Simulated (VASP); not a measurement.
Set up this calculation in VASP 6.6.1, as the native input.

* Task: single point
* Functional: PBE
* Potentials or basis: VASP PAW PBE potentials, release 64 (Si, C)
* Cutoff: 520 eV
* k mesh: 3 × 2 × 1
* Occupations: gaussian, width 0.05 eV
* Spin: no spin polarisation
* Dipole correction: yes
* Further INCAR settings: LREAL = Auto; ALGO = Normal; EDIFF = 1e-06; NBANDS = 106

The structure of SiC lies in POSCAR:

```
SiC
1.0
    6.1938710141      0.0000000000      0.0000000000
    0.0000000000      8.7594563917      0.0000000000
    0.0000000000      0.0000000000     27.3318710141
Si C
20 20
Direct
    0.2500000000      0.7500000000      0.2926985861
    0.2500000000      0.2500000000      0.2926985861
    0.7500000000      0.7500000000      0.2926985861
    0.7500000000      0.2500000000      0.2926985861
    0.5000000000      0.5000000000      0.3493528763
    0.5000000000      0.0000000000      0.3493528763
    0.0000000000      0.5000000000      0.3493528763
    0.0000000000      0.0000000000      0.3493528763
    0.7500687732      0.2471010038      0.4060096166
    0.7500102745      0.7459863653      0.4060758548
    0.2502163874      0.2479791523      0.4060862411
    0.2495591955      0.7447440477      0.4053943345
   -0.0022101306     -0.0042429498      0.4625654733
    0.0003203805      0.5003751118      0.4647757436
    0.4996034154     -0.0029611507      0.4621754207
    0.5010227227      0.4990794045      0.4647521174
    0.2506464818      0.7225754403      0.5102257075
    0.2527886311      0.2391034034      0.5158169383
    0.7509694642      0.7386421299      0.5168285965
    0.7419879607      0.2344807809      0.5156497115
    0.5000000000      0.1250000000      0.2926985861
    0.5000000000      0.6250000000      0.2926985861
    0.0000000000      0.1250000000      0.2926985861
    0.0000000000      0.6250000000      0.2926985861
    0.7500000000      0.8750000000      0.3493528763
    0.7500000000      0.3750000000      0.3493528763
    0.2500000000      0.8750000000      0.3493528763
    0.2500000000      0.3750000000      0.3493528763
   -0.0007092610      0.6221194631      0.4059733684
    0.0002768470      0.1239137074      0.4063937510
    0.5006202444      0.6219138130      0.4061287771
    0.4997125764      0.1242429155      0.4053052499
    0.2495382425      0.3767113758      0.4629053107
    0.2493362983      0.8755393167      0.4623186478
    0.7521591508      0.3749592547      0.4636238014
    0.7489675839      0.8748918686      0.4623562707
    0.4961250425      0.1276276505      0.5136123300
    0.5026338974      0.6285232872      0.5177489254
    0.0018141236      0.1235494980      0.5178882337
   -0.0011346400      0.6295589653      0.5176943734
```

One way to write it, as run:

INCAR

```
ALGO = Normal
DIPOL = 0.5 0.5 0.405
EDIFF = 1E-6
ENCUT = 520
GGA = PE
IDIPOL = 3
ISIF = 2
ISMEAR = 0
LASPH = True
LCHARG = False
LDIPOL = True
LREAL = Auto
LWAVE = False
NBANDS = 106
NELM = 60
PREC = Accurate
SIGMA = 0.05
```

KPOINTS

```
k-points
0
Gamma
  3 2 1
```

Potentials or basis: VASP PAW PBE potentials, release 64 (Si, C).

Run with:

```bash
$ cat potpaw_PBE.64/Si/POTCAR potpaw_PBE.64/C/POTCAR > POTCAR
$ mpirun -np 1 vasp_std > vasp.out
```

Results of the run:

The largest force is 3.360 eV/Å.

It took 19 min on 1 thread of Intel(R) Xeon(R) 6975P-C (Granite Rapids), on a shared host, peak memory 1.4 GiB.
